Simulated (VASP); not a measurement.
# H3W12C13 in VASP: a series of runs, part 2 of 3

VASP 6.6.1.

## (3) Single point, PBE

File INCAR:

```
SYSTEM = H3W12C13
ALGO = Normal ; EDIFF = 1E-6
ENCUT = 520 ; GGA = PE
ISIF = 2 ; ISMEAR = 0
LASPH = .True. ; LCHARG = .False.
LREAL = Auto ; LWAVE = .False.
NBANDS = 132 ; NELM = 60
PREC = Accurate ; SIGMA = 0.05
```

File KPOINTS:

```
k-points
0
Gamma
  3 3 1
  0 0 0
```

File POSCAR:

```
H3W12C13
1.0
    5.8108000000      0.0000000000      0.0000000000
   -2.9054000000      5.0323000000      0.0000000000
    0.0000000000      0.0000000000     19.1003750000
W C H
12 13 3
Direct
    0.0000000000      0.0000000000      0.0523549930
   -0.0042974357      0.0075130656      0.2017383952
   -0.0091985184      0.0239441210      0.3528140678
    0.0000000000      0.5000000000      0.0523549930
   -0.0048984944      0.5068255072      0.2013420679
   -0.0129494384      0.5175398923      0.3523828721
    0.5000000000      0.0000000000      0.0523549930
    0.4947858626      0.0070653578      0.2019807465
    0.4900348464      0.0228734376      0.3543641421
    0.5000000000      0.5000000000      0.0523549930
    0.4955475511      0.5073248813      0.2007905080
    0.4938039085      0.5239274288      0.3497912476
    0.3333333665      0.1666667329      0.1267030098
    0.3256280699      0.1792719035      0.2741670255
    0.3211629510      0.2087043698      0.4220704567
    0.3333333665      0.6666667329      0.1267030098
    0.3256532845      0.6795481192      0.2732633260
    0.3213697673      0.6874693480      0.4122267757
    0.8333333665      0.1666667329      0.1267030098
    0.8213633271      0.1767360849      0.2748730326
    0.8190657961      0.1876160006      0.4194017133
    0.8333333665      0.6666667329      0.1267030098
    0.8243004364      0.6785754029      0.2721270132
    0.8380690957      0.6998289053      0.4092608653
    0.3977149297      0.4309079347      0.4656514859
    0.8154182139      0.1938835125      0.4763651499
    0.5656111116      0.5422403275      0.5008439887
    0.2440077380      0.5027955408      0.4777327147
```

Potentials or basis: VASP PAW PBE potentials, release 64 (W_sv, C, H).

Command:

```bash
$ cat potpaw_PBE.64/W_sv/POTCAR potpaw_PBE.64/C/POTCAR potpaw_PBE.64/H/POTCAR > POTCAR
$ mpirun -np 1 vasp_std > vasp.out
```

OUTCAR:

```text
SYSTEM = H3W12C13
   EDIFF = 1E-6
   ENCUT = 520
   GGA = PE
   ISIF = 2
   ISMEAR = 0
   LASPH = .True.
   LREAL = Auto
   NELM = 60
   PREC = Accurate

 ion  position               nearest neighbor table
   1  0.000  0.000  0.052-  22 2.20  19 2.20  13 2.20   2 2.85  10 2.91   4 2.91   4 2.91  10 2.91
                             7 2.91   7 2.91
   2  0.996  0.008  0.202-  23 2.13  14 2.16  19 2.16  20 2.22  13 2.22  22 2.24   1 2.85   3 2.89
[... 899 lines left out ...]
  Total        5.3004533      5.8663564     -0.7041595      2.7865833     -7.0980763      9.0526987
  in kB       15.2047487     16.8280844     -2.0199345      7.9935236    -20.3613654     25.9683467
  external PRESSURE =      10.0042995 kB  Pullay stress =       0.0000000 kB

 VOLUME and BASIS-vectors are now :
 -----------------------------------------------------------------------------
  energy-cutoff  :      520.00
  volume of cell :      558.53
      direct lattice vectors                 reciprocal lattice vectors
     5.810800000  0.000000000  0.000000000     0.172093343  0.099358146  0.000000000
    -2.905400000  5.032300000  0.000000000     0.000000000  0.198716293  0.000000000
     0.000000000  0.000000000 19.100375000     0.000000000  0.000000000  0.052354993

 POSITION                                       TOTAL-FORCE (eV/Angst)
 -----------------------------------------------------------------------------------
      0.00000      0.00000      1.00000        -0.056727      0.057601      0.894510
      5.76400      0.03781      3.85328         0.037994      0.004263     -0.029098
      5.68778      0.12049      6.73888         0.024753      0.019143     -0.022050
     -1.45270      2.51615      1.00000        -0.052308      0.021931      0.842815
      4.30981      2.55050      3.84571         0.045536     -0.040354      0.041666
      4.23189      2.60442      6.73065        -0.004451     -0.119777     -0.099501
[... 20 lines left out ...]
      1.71123      2.72872      9.56631         0.367717     -0.321179      0.100070
     -0.04294      2.53022      9.12487         0.359640     -0.491508      0.295423
 -----------------------------------------------------------------------------------
    total drift:                                0.004439     -0.000382      0.042635

  FREE ENERGIE OF THE ION-ELECTRON SYSTEM (eV)
  ---------------------------------------------------
  free  energy   TOTEN  =      -273.7946766377 eV

  energy  without entropy=     -273.7907754984  energy(sigma->0) =     -273.79272607
```

stdout:

```text
POSCAR found type information on POSCAR W C H
 POSCAR found :  3 types and      28 ions
 scaLAPACK will be used
 LDA part: xc-table for (Slater+PW92), standard interpolation
 POSCAR, INCAR and KPOINTS ok, starting setup
 FFT: planning ... GRIDC
 FFT: planning ... GRID_SOFT
 FFT: planning ... GRID
 WAVECAR not read
 entering main loop
```

Wall time 20 min (1 thread of Intel Xeon Platinum 8559C (Emerald Rapids), shared host); peak memory 0.78 GiB.

Results:

| Item | Value |
| --- | --- |
| Free energy | -273.7947 eV |
| Largest force | 1.161 eV/Å |
| Band gap on the k mesh | zero (an odd number of electrons rules out a gap without spin polarisation) |

Forces in eV/Å, atoms in the order of the input:
```
W   -0.057  0.058  0.895
W    0.038  0.004 -0.029
W    0.025  0.019 -0.022
W   -0.052  0.022  0.843
W    0.046 -0.040  0.042
W   -0.004 -0.120 -0.100
W   -0.052  0.053  0.924
W    0.038  0.004  0.019
W   -0.039  0.119 -0.036
W   -0.057  0.029  0.746
W    0.065 -0.053  0.018
W   -0.016 -0.146  0.000
C   -0.335  0.220 -1.007
C    0.055 -0.035 -0.004
C    0.196 -0.155 -0.092
C   -0.407  0.300 -1.045
C    0.004 -0.005 -0.007
C    0.307 -0.332  0.139
C   -0.363  0.241 -0.972
C    0.037 -0.012 -0.005
C    0.116  0.034  0.021
C   -0.298  0.294 -1.040
C    0.029  0.003  0.019
C    0.191  0.013  0.098
C   -0.357  0.268  0.099
H    0.165  0.029  0.102
H    0.368 -0.321  0.100
H    0.360 -0.492  0.295
```

Levels at points of the mesh, in eV from the Fermi level:
```
           k point  band 109  band 110  band 111  band 112  band 113  band 114  band 115  band 116
(0.00, 0.00, 0.00)      0.07      0.56      0.68      0.70      0.73      1.12      1.21      1.73
```

Caveat: the k points lie up to 0.42 Å⁻¹ apart, too coarse for converged energies and pressures of a metal; spin-orbit coupling is left out, which moves the levels of the heavy elements.

## (4) Single point, PBE

File INCAR:

```
SYSTEM = H3W12C13
PREC = Accurate ; ENCUT = 520
EDIFF = 1E-6 ; ISMEAR = 0
SIGMA = 0.05 ; LREAL = Auto
LASPH = .TRUE. ; NELM = 80
ALGO = Normal ; ISIF = 2
LWAVE = .FALSE. ; LCHARG = .TRUE.
GGA = PE ; LELF = .TRUE.
LVHAR = .TRUE. ; NBANDS = 132
```

File KPOINTS:

```
Automatic mesh
0
G
  3 3 1
  0 0 0
```

File POSCAR:

```
H3W12C13
1.0
    5.8108000000      0.0000000000      0.0000000000
   -2.9054000000      5.0323000000      0.0000000000
    0.0000000000      0.0000000000     19.1003750000
W C H
12 13 3
Direct
    0.0000000000      0.0000000000      0.0523549930
    0.0000175627      0.0005434891      0.2024428316
   -0.0027097001     -0.0017290305      0.3579540192
    0.0000000000      0.5000000000      0.0523549930
   -0.0010563316      0.5000818711      0.2017443637
   -0.0082738762      0.4965681696      0.3525072675
    0.5000000000      0.0000000000      0.0523549930
    0.5000469688      0.0010569720      0.2017176626
    0.4974512158      0.0021940266      0.3528744331
    0.5000000000      0.5000000000      0.0523549930
    0.4997409827      0.5009027681      0.2009147988
    0.4919302996      0.5050483874      0.3479441110
    0.3333333665      0.1666667329      0.1267030098
    0.3301632795      0.1660713789      0.2740846711
    0.3651571232      0.2058728613      0.4224030156
    0.3333333665      0.6666667329      0.1267030098
    0.3303118309      0.6691175009      0.2724143898
    0.3258414236      0.6694267035      0.4157024666
    0.8333333665      0.1666667329      0.1267030098
    0.8351927762      0.1645219880      0.2754317127
    0.8280497468      0.1752985712      0.4165854335
    0.8333333665      0.6666667329      0.1267030098
    0.8326787082      0.6693627168      0.2745196887
    0.7986536278      0.6371021203      0.4217632900
    0.5507648157      0.4673697911      0.4579515324
    0.6107063047      0.1279979334      0.4457848079
    0.4951705912      0.5105556108      0.5084702787
    0.2733490902      0.6671776325      0.4704509205
```

Command:

```bash
$ cat potpaw_PBE.64/W_sv/POTCAR potpaw_PBE.64/C/POTCAR potpaw_PBE.64/H/POTCAR > POTCAR
$ mpirun -np 1 vasp_std > vasp.out
```

Wall time 17 min (1 thread of Intel Xeon Platinum 8488C (Sapphire Rapids), shared host); peak memory 0.8 GiB.

Results (log left out):

```
Free energy            : -274.8006 eV
Largest force          : 1.341 eV/Å
Band gap on the k mesh : zero (an odd number of electrons rules out a gap without spin polarisation)
```

Forces in eV/Å, atoms in the order of the input:
```
W    0.002 -0.017  1.011
W   -0.026  0.004  0.009
W   -0.095  0.012  0.092
W   -0.035 -0.018  0.921
W   -0.027 -0.006 -0.011
W   -0.130  0.008 -0.059
W    0.013  0.032  0.907
W   -0.031  0.007  0.006
W   -0.175  0.018  0.037
W    0.000  0.014  0.786
W   -0.021  0.009  0.002
W   -0.138  0.139 -0.006
C   -0.058 -0.080 -0.950
C   -0.100  0.000  0.040
C   -0.023  0.298  0.202
C   -0.103  0.045 -0.918
C   -0.068  0.038 -0.041
C   -0.551 -0.057 -0.330
C    0.020 -0.012 -0.941
C   -0.013 -0.057  0.005
C   -0.190  0.144  0.200
C    0.023  0.083 -0.956
C   -0.055  0.052  0.009
C    0.054 -0.141  0.058
C    0.376 -0.944  0.088
H    1.319  0.022 -0.242
H   -0.217  0.247 -0.011
H    0.250  0.161  0.092
```

Levels at points of the mesh, in eV from the Fermi level:
| k point | band 109 | band 110 | band 111 | band 112 | band 113 | band 114 | band 115 | band 116 |
| --- | --- | --- | --- | --- | --- | --- | --- | --- |
| (0.00, 0.00, 0.00) | 0.03 | 0.28 | 0.65 | 0.67 | 0.68 | 1.04 | 1.12 | 1.21 |

Caveat: the k points lie up to 0.42 Å⁻¹ apart, too coarse for converged energies and pressures of a metal; spin-orbit coupling is left out, which moves the levels of the heavy elements.

## (5) Single point, PBE

File INCAR:

```
PREC = Accurate
ENCUT = 520
EDIFF = 1E-6
ISMEAR = 0
SIGMA = 0.05
LREAL = Auto
LASPH = True
NELM = 80
ALGO = Normal
ISIF = 2
LWAVE = False
LCHARG = True
GGA = PE
LELF = True
LVHAR = True
NBANDS = 132
```

File KPOINTS:

```
Automatic mesh
0
Gamma
  3 3 1
```

File POSCAR:

```
H3W12C13
1.0
    5.8108000000      0.0000000000      0.0000000000
   -2.9054000000      5.0323000000      0.0000000000
    0.0000000000      0.0000000000     19.1003750000
W C H
12 13 3
Direct
    0.0000000000      0.0000000000      0.0523550000
    0.0009972248      0.0008418647      0.2013693050
   -0.0045019299     -0.0009335909      0.3518153024
    0.0000000000      0.5000000000      0.0523550000
    0.0007843565      0.5012982864      0.2018882073
   -0.0040714390      0.5001124748      0.3543221335
    0.5000000000      0.0000000000      0.0523550000
    0.5011106446      0.0002790337      0.2014202837
    0.5029089279     -0.0014724614      0.3519410830
    0.5000000000      0.5000000000      0.0523550000
    0.4999775156      0.4999172390      0.2011461907
    0.4915000396      0.4902035294      0.3494124017
    0.3333333000      0.1666667000      0.1267030000
    0.3354707530      0.1662432610      0.2732814631
    0.3316443141      0.1545678282      0.4158413521
    0.3333333000      0.6666667000      0.1267030000
    0.3316616252      0.6650260576      0.2748484200
    0.4039181570      0.6982320055      0.4338301357
    0.8333333000      0.1666667000      0.1267030000
    0.8343082806      0.1729949672      0.2748449823
    0.8352414788      0.1628790743      0.4113325755
    0.8333333000      0.6666667000      0.1267030000
    0.8312365364      0.6634414736      0.2742434019
    0.8150213481      0.6733115077      0.4194132055
    0.5856263399      0.6150444740      0.4606730687
    0.3026630674      0.1279087753      0.4722035637
    0.5340834026      0.4950160277      0.5081757593
    0.2244991540      0.6302815787      0.4670146722
```

Command:

```bash
$ cat potpaw_PBE.64/W_sv/POTCAR potpaw_PBE.64/C/POTCAR potpaw_PBE.64/H/POTCAR > POTCAR
$ mpirun -np 1 vasp_std > vasp.out
```

Wall time 28 min (1 thread of Intel Xeon Platinum 8488C (Sapphire Rapids), shared host); peak memory 0.79 GiB.

It converged, with:

```
Free energy            : -275.6749 eV
Largest force          : 0.932 eV/Å
Band gap on the k mesh : zero (an odd number of electrons rules out a gap without spin polarisation)
```

Forces on the atoms (eV/Å):
```
W   -0.023 -0.017  0.856
W   -0.001 -0.002 -0.005
W    0.017 -0.015 -0.023
W    0.000  0.009  0.932
W   -0.001 -0.001 -0.006
W    0.007  0.029  0.002
W    0.013 -0.008  0.830
W    0.000 -0.002 -0.003
W   -0.019 -0.018 -0.005
W   -0.021  0.001  0.761
W    0.000  0.003 -0.002
W   -0.015 -0.011 -0.033
C    0.004 -0.070 -0.874
C    0.004 -0.001  0.015
C    0.004  0.003  0.043
C   -0.075  0.005 -0.925
C   -0.003 -0.001 -0.003
C   -0.038  0.022  0.016
C    0.026  0.025 -0.893
C    0.000  0.003  0.004
C    0.001 -0.006  0.093
C    0.071  0.056 -0.903
C    0.002  0.000  0.004
C    0.047  0.015  0.034
C    0.018 -0.013  0.055
H   -0.002 -0.002  0.014
H   -0.002 -0.001  0.008
H   -0.015 -0.002  0.009
```

Levels at points of the mesh, in eV from the Fermi level:
```
           k point  band 110  band 111  band 112  band 113  band 114  band 115
(0.00, 0.00, 0.00)      0.51      0.66      0.67      0.68      0.99      1.05
```

Caveat: the k points lie up to 0.42 Å⁻¹ apart, too coarse for converged energies and pressures of a metal; spin-orbit coupling is left out, which moves the levels of the heavy elements.

[end of part 2 of 3]
